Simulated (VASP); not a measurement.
# Y3C2: single point with PBE

The system is Y3C2.

```
Y C
1.0
     2.74065   -5.75770    0.00000
     2.74065    5.75770    0.00000
     0.00000    0.00000    3.29939
Y C
3 2
Direct
  0.00000 0.00000 0.50000
  0.65205 0.34795 0.50000
  0.34795 0.65205 0.50000
  0.63147 0.63147 0.00000
  0.36853 0.36853 0.00000
```

The cell was built from a structure type or drawn by symmetry, and may not be a known phase.

```
Program                : VASP 6.6.1
Task                   : single point
Functional             : PBE
Potentials or basis    : VASP PAW PBE potentials, release 64 (Y_sv, C)
Cutoff                 : 520 eV
k mesh                 : 4 × 4 × 6
Occupations            : gaussian, width 0.1 eV
Spin                   : no spin polarisation
Dipole correction      : no
Further INCAR settings : ALGO = Normal; EDIFF = 1e-07; NBANDS = 28
```

| Item | Value |
| --- | --- |
| Pressure | 0.0 GPa |
| Largest force | 0.094 eV/Å |
| Band gap on the k mesh | zero (an odd number of electrons rules out a gap without spin polarisation) |

Forces in eV/Å, atoms in the order of the input:
```
Y    0.000  0.000  0.000
Y    0.000 -0.033  0.000
Y    0.000  0.033  0.000
C    0.094  0.000  0.000
C   -0.094  0.000  0.000
```

Stress tensor (GPa, compression positive):
```
 0.03  0.00  0.00
 0.00  0.08  0.00
 0.00  0.00 -0.03
```

Levels at points of the mesh, in eV from the Fermi level:
```
           k point  band 18  band 19  band 20  band 21  band 22  band 23  band 24  band 25
(0.00, 0.00, 0.00)    -2.21    -0.80    -0.58    -0.39     0.42     0.62     1.14     2.51
(0.50, 0.00, 0.00)    -1.42    -1.16    -0.26    -0.02     0.20     0.25     1.55     2.01
(0.50, 0.50, 0.00)    -1.34    -1.14    -0.91    -0.11     0.34     0.49     0.91     1.79
(0.00, 0.00, 0.50)    -1.48    -0.69    -0.47     0.10     1.09     1.27     1.40     2.55
(0.50, 0.00, 0.50)    -2.31    -2.22     0.20     0.38     1.10     1.33     1.82     2.56
(0.50, 0.50, 0.50)    -1.00    -0.77    -0.72    -0.17     0.05     1.01     1.54     2.70
```

Run time: 63 s on 1 thread of Intel(R) Xeon(R) 6975P-C (Granite Rapids), with other jobs on the host, peak memory 0.28 GiB.
